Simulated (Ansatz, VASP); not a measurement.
**YN2: VASP beside Ansatz**

```
CELL_PARAMETERS angstrom
3.48385 0.00000 0.00000
-1.74193 3.01710 0.00000
0.00000 0.00000 5.62017
ATOMIC_POSITIONS crystal
Y 0.00000 0.00000 0.00000
N 0.33333 0.66667 0.25200
N 0.66667 0.33333 0.74800
```

Alike in both runs: task relaxation of cell and atoms; functional PBEsol; k mesh 10 × 10 × 6; occupations gaussian, width 0.05 eV; no spin polarisation.

```csv
,VASP,Ansatz
version,VASP 6.6.1,Ansatz 0.2.0
potentials or method,"VASP PAW PBE potentials, release 64 (Y_sv, N), cutoff 600 eV","scalar-relativistic, plane waves, PAW"
valence electrons in the cell,21,21
```

Ansatz gave:

* gap on the k mesh at the Fermi level, each at its own relaxed structure (eV): none
* relaxed volume (Å³/atom): 10.95
* relaxed length of the cell vector where the two differ most in proportion (Å): 3.455

Task: Which values does VASP return?

Result: gap on the k mesh at the Fermi level, each at its own relaxed structure (eV): none; relaxed volume (Å³/atom): 10.94; relaxed length of the cell vector where the two differ most in proportion (Å): 3.454.

VASP's potentials were made for PBE, not for PBEsol. A gap of «none» marks a metal or a gap that the smearing closes.

Noted on VASP's run: the volume moved by over 15 % at a fixed basis, so the end points are rough.
